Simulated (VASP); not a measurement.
# CuO (Cc) in VASP: a series of runs

CuO is run at these levels: PBEsol; tasks: single point.

Everything below comes from runs of VASP 6.6.1. Logs are shortened: lines on timing, memory, paths and dates and some standing lists are left out, and cuts for length are marked.

## Step 1: The cell of the first run

It takes space group Cc (No. 9, monoclinic). Conventional cell: a = 4.689 Å, b = 3.427 Å, c = 5.132 Å, α = 90.00°, β = 99.65°, γ = 90.00°. Cu (site symmetry 1) has 4 O at 1.91 to 2.02 Å within 2.5 Å. O (site symmetry 1) has 4 Cu at 1.91 to 2.02 Å within 2.5 Å.

## Step 2: Single point, PBEsol, collinear spin

The input, INCAR:

```
PREC = Accurate
ENCUT = 520
EDIFF = 1E-6
ISMEAR = 0
SIGMA = 0.05
LREAL = False
LASPH = True
NELM = 150
ALGO = Normal
ISIF = 2
LWAVE = False
LCHARG = False
ISPIN = 2
MAGMOM = 1 1 0 0
LORBIT = 11
LMAXMIX = 4
GGA = PS
NBANDS = 29
```

The input, KPOINTS:

```
Automatic mesh
0
Gamma
  8 8 5
```

The input, POSCAR:

```
CuO
1.0
    2.3446497600     -1.7133998200      0.0000000000
    2.3446497600      1.7133998200      0.0000000000
   -0.8605499100      0.0000000000      5.0594394800
Cu O
2 2
Direct
    0.0032000000      0.4968000000      0.0000000000
    0.4968000000      0.0032000000      0.5000000000
    0.5714000000      0.4056000000      0.2537000000
    0.4056000000      0.5714000000      0.7537000000
```

Potentials or basis: VASP PAW PBE potentials, release 64 (Cu, O).

The run is started by

```bash
$ cat potpaw_PBE.64/Cu/POTCAR potpaw_PBE.64/O/POTCAR > POTCAR
$ mpirun -np 1 vasp_std > vasp.out
```

OUTCAR:

```text
PREC = Accurate
   ENCUT = 520
   EDIFF = 1E-6
   ISMEAR = 0
   LREAL = False
   LASPH = True
   NELM = 150
   ISIF = 2
   ISPIN = 2
   LORBIT = 11
   GGA = PS

 ion  position               nearest neighbor table
   1  0.003  0.497  0.000-   4 1.91   3 1.93   4 1.98   3 2.02
   2  0.497  0.003  0.500-   3 1.91   4 1.93   3 1.98   4 2.02
   3  0.571  0.406  0.254-   2 1.91   1 1.93   2 1.98   1 2.02
   4  0.406  0.571  0.754-   1 1.91   2 1.93   1 1.98   2 2.02

  LATTYP: Found a base centered monoclinic cell.
 ALAT       =     4.6892995200
 B/A-ratio  =     0.7307700490
 C/A-ratio  =     1.0944283419
 COS(beta)  =    -0.1676798045

  Lattice vectors:

 A1 = (   2.3446497600,  -1.7133998200,   0.0000000000)
 A2 = (   2.3446497600,   1.7133998200,   0.0000000000)
 A3 = (  -0.8605499100,   0.0000000000,   5.0594394800)

Analysis of symmetry for initial positions (statically):
=====================================================================
 Subroutine PRICEL returns:
 Original cell was already a primitive cell.

 Routine SETGRP: Setting up the symmetry group for a
 base centered monoclinic supercell.

 Subroutine GETGRP returns: Found  2 space group operations
 (whereof  1 operations were pure point group operations)
 out of a pool of  4 trial point group operations.

The static configuration has the point symmetry C_1 .
 The point group associated with its full space group is C_1h.

Analysis of symmetry for dynamics (positions and initial velocities):
=====================================================================
 Subroutine PRICEL returns:
 Original cell was already a primitive cell.

 Routine SETGRP: Setting up the symmetry group for a
 base centered monoclinic supercell.

 Subroutine GETGRP returns: Found  2 space group operations
 (whereof  1 operations were pure point group operations)
 out of a pool of  4 trial point group operations.

The dynamic configuration has the point symmetry C_1 .
 The point group associated with its full space group is C_1h.

Analysis of structural, dynamic, and magnetic symmetry:
=====================================================================
 Subroutine PRICEL returns:
 Original cell was already a primitive cell.

 Routine SETGRP: Setting up the symmetry group for a
 base centered monoclinic supercell.

 Subroutine GETGRP returns: Found  2 space group operations
 (whereof  1 operations were pure point group operations)
 out of a pool of  4 trial point group operations.

The overall configuration has the point symmetry C_1 .
 The point group associated with its full space group is C_1h.

 Subroutine INISYM returns: Found  2 space group operations
 (whereof  1 operations are pure point group operations),
 and found     1 'primitive' translations

----------------------------------------------------------------------------------------

                                     Primitive cell

  volume of cell :      40.6508

  direct lattice vectors                    reciprocal lattice vectors
     2.344649760 -1.713399820  0.000000000     0.213251467 -0.291817470  0.036271514
     2.344649760  1.713399820  0.000000000     0.213251467  0.291817470  0.036271514
    -0.860549910  0.000000000  5.059439480     0.000000000  0.000000000  0.197650353

  length of vectors
     2.903983719  2.903983719  5.132102298     0.363248188  0.363248188  0.197650353

  position of ions in fractional coordinates (direct lattice)
     0.003200000  0.496800000  0.000000000
     0.496800000  0.003200000  0.500000000
     0.571400000  0.405600000  0.253700000
     0.405600000  0.571400000  0.753700000

  ion indices of the primitive-cell ions
   primitive index   ion index
                 1           1
                 2           2
                 3           3
                 4           4

----------------------------------------------------------------------------------------

 KPOINTS: Automatic mesh

Automatic generation of k-mesh.
 Grid dimensions read from file:
 generate k-points for:    8    8    5

 Generating k-lattice:

  Cartesian coordinates                     Fractional coordinates (reciprocal lattice)
     0.026656433 -0.036477184  0.004533939     0.125000000 -0.000000000  0.000000000
     0.026656433  0.036477184  0.004533939    -0.000000000  0.125000000  0.000000000
     0.000000000  0.000000000  0.039530071     0.000000000  0.000000000  0.200000000

  Length of vectors
     0.045406024  0.045406024  0.039530071

  Shift w.r.t. Gamma in fractional coordinates (k-lattice)
     0.000000000  0.000000000  0.000000000

 Subroutine IBZKPT returns following result:
 ===========================================

 Found     93 irreducible k-points:

 Following reciprocal coordinates:
            Coordinates               Weight
  0.000000  0.000000  0.000000      1.000000
  0.125000  0.000000  0.000000      4.000000
  0.250000  0.000000  0.000000      4.000000
  0.375000 -0.000000  0.000000      4.000000
  0.500000  0.000000  0.000000      2.000000
  0.125000  0.125000  0.000000      2.000000
[... 16 lines left out ...]
  0.125000  0.000000  0.200000      4.000000
  0.250000  0.000000  0.200000      4.000000
 [... further k-points ...]
   k-points           NKPTS =     93   k-points in BZ     NKDIM =     93   number of bands    NBANDS=     29
   number of dos      NEDOS =    301   number of ions     NIONS =      4
   total plane-waves  NPLWV =  23040
   dimension x,y,z NGX =    24 NGY =   24 NGZ =   40
   dimension x,y,z NGXF=    48 NGYF=   48 NGZF=   80
   ions per type =               2   2
   NGX,Y,Z   is equivalent  to a cutoff of  13.74, 13.74, 12.96 a.u.
   NGXF,Y,Z  is equivalent  to a cutoff of  27.48, 27.48, 25.91 a.u.
 SYSTEM =  unknown system
   PREC   = accura    normal or accurate (medium, high low for compatibility)
   ISTART =      0    job   : 0-new  1-cont  2-samecut
   ICHARG =      2    charge: 1-file 2-atom 10-const
   ISPIN  =      2    spin polarized calculation?
   LNONCOLLINEAR =      F non collinear calculations
   LSORBIT =      F    spin-orbit coupling
   LASPH  =      T    aspherical Exc in radial PAW
   ENCUT  =  520.0 eV  38.22 Ry    6.18 a.u.   5.40  5.40  9.54*2*pi/ulx,y,z
   NELM   =    150;   NELMIN=  2; NELMDL= -5     # of ELM steps
   EDIFF  = 0.1E-05   stopping-criterion for ELM
   LREAL  =      F    real-space projection
   EDIFFG = 0.1E-04   stopping-criterion for IOM
   NSW    =      0    number of steps for IOM
   IBRION =     -1    ionic relax: 0-MD 1-quasi-New 2-CG
   NFREE  =      0    steps in history (QN), initial steepest desc. (CG)
   ISIF   =      2    stress and relaxation
   ISYM   =      2    0-nonsym 1-usesym 2-fastsym
   POTIM  = 0.5000    time-step for ionic-motion
   TEBEG  =    0.0;   TEEND  =   0.0 temperature during run
   PSTRESS=    0.0 pullay stress
   NELECT =      34.0000    total number of electrons
   NUPDOWN=      -1.0000    fix difference up-down
   EMIN   =  10.00;   EMAX   =-10.00  energy-range for DOS
   EFERMI =   0.00;   METHOD = LEGACY
   ISMEAR =     0;   SIGMA  =   0.05  broadening in eV -4-tet -1-fermi 0-gaus
   EFERMI_NEDOS =   21; number of points for ismear=-14 and -15
   IALGO  =     38    algorithm
   IMIX   =      4    mixing-type and parameters
     AMIX     =   0.40;   BMIX     =  1.00
     AMIX_MAG =   1.60;   BMIX_MAG =  1.00
  volume/ion in A,a.u.               =      10.16        68.58
  Fermi-wavevector in a.u.,A,eV,Ry     =   1.542451  2.914810 32.370379  2.379156
  Thomas-Fermi vector in A             =   2.648254
   LORBIT       =     11    0 simple, 1 ext, 2 COOP (PROOUT), +10 PAW based schemes
   GGA     = PS    functional components
   LHFCALC =     F    Hartree Fock is set to
   AEXX    =    0.0000 exact exchange contribution
   IVDW    =     0    specifies the selected vdW correction
   LEPSILON=     F    determine dielectric tensor
   LRPA    =     F    only Hartree local field effects (RPA)
 spin polarized calculation
 Gauss-broadening in eV      SIGMA  =   0.05
  energy-cutoff  :      520.00
  volume of cell :       40.65
 maximum number of plane-waves:      1129
 NGX is ok and might be reduce to    24
   NGX = 11   NGY = 11   NGZ = 19

 number of electron      33.9999999 magnetization      -0.0029733

 number of electron      33.9999999 magnetization       0.0004518

 Free energy of the ion-electron system (eV)
  ---------------------------------------------------
  ext. energy  EPLUGINS =         0.00000000
  ---------------------------------------------------
  free energy    TOTEN  =       -21.29731548 eV

  energy without entropy =      -21.29554469  energy(sigma->0) =      -21.29643008

 E-fermi :   5.4978     XC(G=0): -12.1682

 val. band max:        5.4857584888   @ k =  -0.2500   0.0000   0.2000
 cond. band min:       5.5396644382   @ k =   0.2500   0.1250   0.0000
 fundamental gap:      0.0539059494
 Fermi energy:         5.4977709818

 spin component 1

 k-point     1 :       0.0000    0.0000    0.0000
  band No.  band energies     occupation
      1     -14.3308      1.00000
      2     -12.9851      1.00000
      3      -2.6717      1.00000
      4      -0.0473      1.00000
      5       0.3190      1.00000
      6       2.1265      1.00000
[... 757 lines left out ...]
     28      25.3321      0.00000
     29      26.8399      0.00000

 [... further k-points ...]

 spin component 2

 k-point     1 :       0.0000    0.0000    0.0000
  band No.  band energies     occupation
      1     -14.3307      1.00000
      2     -12.9850      1.00000
      3      -2.6716      1.00000
      4      -0.0472      1.00000
      5       0.3191      1.00000
      6       2.1266      1.00000
[... 757 lines left out ...]
     28      25.3322      0.00000
     29      26.8400      0.00000

 [... further k-points ...]

------------------------ aborting loop because EDIFF is reached ----------------------------------------

  FORCE on cell =-STRESS in cart. coord.  units (eV):
  Direction    XX          YY          ZZ          XY          YZ          ZX
  --------------------------------------------------------------------------------------
  -------------------------------------------------------------------------------------
  Total       -0.6028852     -0.0188756     -0.9338819      0.0000000      0.0000000     -0.2806396
  in kB      -23.7616230     -0.7439467    -36.8072570      0.0000000      0.0000000    -11.0609007
  external PRESSURE =     -20.4376089 kB  Pullay stress =       0.0000000 kB

 VOLUME and BASIS-vectors are now :
 -----------------------------------------------------------------------------
  energy-cutoff  :      520.00
  volume of cell :       40.65
      direct lattice vectors                 reciprocal lattice vectors
     2.344649760 -1.713399820  0.000000000     0.213251467 -0.291817470  0.036271514
     2.344649760  1.713399820  0.000000000     0.213251467  0.291817470  0.036271514
    -0.860549910  0.000000000  5.059439480     0.000000000  0.000000000  0.197650353

 POSITION                                       TOTAL-FORCE (eV/Angst)
 -----------------------------------------------------------------------------------
      1.17232      0.84573      0.00000        -0.612418      0.336821      0.234807
      0.74205     -0.84573      2.52972        -0.612418     -0.336821      0.234807
      2.07240     -0.28408      1.28358         0.612418      0.365382     -0.234807
      1.64213      0.28408      3.81330         0.612418     -0.365382     -0.234807
 -----------------------------------------------------------------------------------
    total drift:                               -0.000292      0.000000     -0.000564

  FREE ENERGIE OF THE ION-ELECTRON SYSTEM (eV)
  ---------------------------------------------------
  free  energy   TOTEN  =       -21.2973154777 eV

  energy  without entropy=      -21.2955446903  energy(sigma->0) =      -21.29643008

 total charge

# of ion       s       p       d       tot
------------------------------------------
    1        0.385   0.393   9.139   9.917
    2        0.385   0.393   9.139   9.917
    3        1.572   3.361   0.000   4.933
    4        1.572   3.361   0.000   4.933
--------------------------------------------------
tot          3.914   7.508  18.278  29.700

 magnetization (x)

# of ion       s       p       d       tot
------------------------------------------
    1        0.000   0.000   0.000   0.000
    2        0.000   0.000   0.000   0.000
    3        0.000   0.000   0.000   0.000
    4        0.000   0.000   0.000   0.000
--------------------------------------------------
tot          0.000   0.000   0.000   0.000
```

It took 80 s on 1 thread of Intel Xeon 6975P-C (Granite Rapids), shared host; peak memory 0.28 GiB.

What came out:

* Free energy: -21.2973 eV
* Pressure: -2.0 GPa
* Largest force: 0.751 eV/Å
* Band gap on the k mesh: zero (filled and empty bands overlap)
* Net moment: 0.00 μB per cell
* Valence electrons inside the program's atomic spheres: Cu 9.92; O 4.93

Forces in eV/Å, atoms in the order of the input:
```
Cu  -0.612  0.337  0.235
Cu  -0.612 -0.337  0.235
O    0.612  0.365 -0.235
O    0.612 -0.365 -0.235
```

Stress tensor (GPa, compression positive):
```
-2.38  0.00 -1.11
 0.00 -0.07  0.00
-1.11  0.00 -3.68
```

Caveat: the PAW data sets were made with another functional, which shifts forces and pressure a little; semilocal functionals often make such compounds metallic where correlation or magnetic order opens a gap, which also shifts bond lengths. With open d or f shells a metallic result of PBEsol can be an artefact of self-interaction; +U or a hybrid may open a gap.

## Step 3: Single point, PBEsol, collinear spin

The input, INCAR:

```
SYSTEM = CuO
PREC = Accurate
ENCUT = 520
EDIFF = 1E-6
ISMEAR = 0
SIGMA = 0.05
LREAL = .False.
LASPH = .True.
NELM = 150
ALGO = Normal
ISIF = 2
LWAVE = .False.
LCHARG = .False.
ISPIN = 2
MAGMOM = 1 -1 0 0
LORBIT = 11
LMAXMIX = 4
GGA = PS
NBANDS = 29
```

The input, KPOINTS:

```
Automatic mesh
0
Gamma
  8 8 5
  0 0 0
```

POSCAR is that of step 2.

Potentials or basis: VASP PAW PBE potentials, release 64 (Cu, O).

The run is started by

```bash
$ cat potpaw_PBE.64/Cu/POTCAR potpaw_PBE.64/O/POTCAR > POTCAR
$ mpirun -np 1 vasp_std > vasp.out
```

Run time: 6.1 min. Hardware: 1 thread of Intel Xeon 8259CL, shared host; peak memory 0.29 GiB.

Results (log left out):

```yaml
Free_energy: -21.2973 eV
Pressure: -2.0 GPa
Largest_force: 0.751 eV/Å
Band_gap_on_the_k_mesh: zero (filled and empty bands overlap)
Net_moment: 0.00 μB per cell
Valence_electrons_inside_the_program's_atomic_spheres: Cu 9.92; O 4.93
```

Forces in eV/Å, atoms in the order of the input:
```
Cu  -0.612  0.337  0.235
Cu  -0.612 -0.337  0.235
O    0.612  0.366 -0.235
O    0.612 -0.366 -0.235
```

Stress tensor (GPa, compression positive):
```
-2.37  0.00 -1.11
 0.00 -0.07  0.00
-1.11  0.00 -3.67
```

Levels at points of the mesh, in eV from the Fermi level:
Spin up:
| k point | band 15 | band 16 | band 17 | band 18 | band 19 | band 20 |
| --- | --- | --- | --- | --- | --- | --- |
| (0.00, 0.00, 0.00) | -2.11 | -1.61 | 0.24 | 0.93 | 1.67 | 5.93 |
| (0.50, 0.00, 0.00) | -1.46 | -1.37 | -0.02 | 0.30 | 4.81 | 6.23 |
| (0.50, 0.50, 0.00) | -1.67 | -1.19 | -0.62 | 1.08 | 3.28 | 6.97 |
Spin down:
| k point | band 14 | band 15 | band 16 | band 17 | band 18 | band 19 | band 20 | band 21 |
| --- | --- | --- | --- | --- | --- | --- | --- | --- |
| (0.00, 0.00, 0.00) | -2.19 | -2.11 | -1.61 | 0.24 | 0.93 | 1.67 | 5.93 | 8.11 |
| (0.50, 0.00, 0.00) | -1.56 | -1.46 | -1.37 | -0.02 | 0.30 | 4.81 | 6.23 | 6.91 |
| (0.50, 0.50, 0.00) | -2.09 | -1.67 | -1.19 | -0.62 | 1.08 | 3.28 | 6.97 | 8.49 |

Caveat: the PAW data sets were made with another functional, which shifts forces and pressure a little; semilocal functionals often make such compounds metallic where correlation or magnetic order opens a gap, which also shifts bond lengths. With open d or f shells a metallic result of PBEsol can be an artefact of self-interaction; +U or a hybrid may open a gap.
